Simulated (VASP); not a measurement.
Ag: single point with PBEsol

Ag:

```xyz
4
Lattice="2.8862 0.0000 0.0000 -1.4431 2.4995 0.0000 0.0000 0.0000 10.0000" Properties=species:S:1:pos:R:3 pbc="T T T"
Ag    0.0000    0.0000    5.0000
Ag    0.0000    0.0000    0.0000
Ag    1.4431    0.8332    7.5000
Ag    0.0000    1.6663    2.5000
```

```json
{
 "Program": "VASP 6.6.1",
 "Task": "single point",
 "Functional": "PBEsol",
 "Potentials or basis": "VASP PAW PBE potentials, release 64 (Ag)",
 "Cutoff": "520 eV",
 "k mesh": "11 × 11 × 3",
 "Occupations": "fermi-dirac, width 0.05 eV",
 "Spin": "no spin polarisation"
}
```

The pressure is -7.3 GPa. The band gap on the k mesh is zero (band 22 reaches 10.29 eV, above the bottom of band 23 at 4.43 eV).

Stress tensor (GPa, compression positive):
```
-6.17  0.00  0.00
 0.00 -6.17  0.00
 0.00  0.00 -9.47
```

Levels at points of the mesh, in eV from the Fermi level:
```
           k point  band 18  band 19  band 20  band 21  band 22  band 23  band 24  band 25  band 26  band 27
(0.00, 0.00, 0.00)    -3.45    -3.45    -3.33    -3.33    -3.02    -3.02    -0.72     2.50     9.44     9.44
```

Wall time 48 s on 1 thread of Intel Xeon 6975P-C (shared host), peak memory 0.22 GiB.

Caveat: the PAW data sets were made with another functional, which shifts forces and pressure a little.
